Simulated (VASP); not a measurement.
Write the native input for VASP 6.6.1 that does the following.

| Quantity | Value |
| --- | --- |
| Task | single point |
| Functional | PBE |
| Potentials or basis | VASP PAW PBE potentials, release 64 (Y_sv) |
| Cutoff | 520 eV |
| k mesh | 14 × 14 × 14 |
| Occupations | fermi-dirac, width 0.08 eV |
| Spin | no spin polarisation |
| Dipole correction | no |
| Further INCAR settings | ALGO = Normal; EDIFF = 1e-07; NBANDS = 18 |

The structure of Y lies in POSCAR:

```
Y
1.0
   -2.7885843467      2.7885843467      1.5922076045
    2.7885843467     -2.7885843467      1.5922076045
    2.7885843467      2.7885843467     -1.5922076045
Y
2
Direct
   -0.3750000000     -0.1250000000     -0.2500000000
    0.3750000000      0.1250000000      0.2500000000
```

The input as run:

INCAR

```
SYSTEM = Y
  PREC = Accurate
  ENCUT = 520
  EDIFF = 1E-7
  ISMEAR = -1
  SIGMA = 0.08
  LREAL = .False.
  LASPH = .True.
  NELM = 100
  ALGO = Normal
  ISIF = 2
  LWAVE = .False.
  LCHARG = .False.
  GGA = PE
  NBANDS = 18
```

KPOINTS

```
Automatic mesh
0
Gamma
  14 14 14
  0 0 0
```

Potentials or basis: VASP PAW PBE potentials, release 64 (Y_sv).

Run with:

```bash
$ cat potpaw_PBE.64/Y_sv/POTCAR > POTCAR
$ mpirun -np 1 vasp_std > vasp.out
```

It gave:

```yaml
Pressure: 14.6 GPa
Band_gap_on_the_k_mesh: zero (bands 11 and 12 overlap by 1.94 eV)
```

Caveat: the cell stands under pressure.

It took 81 s on 1 thread of Intel(R) Xeon(R) 6975P-C (Granite Rapids) (shared host), peak memory 0.31 GiB.
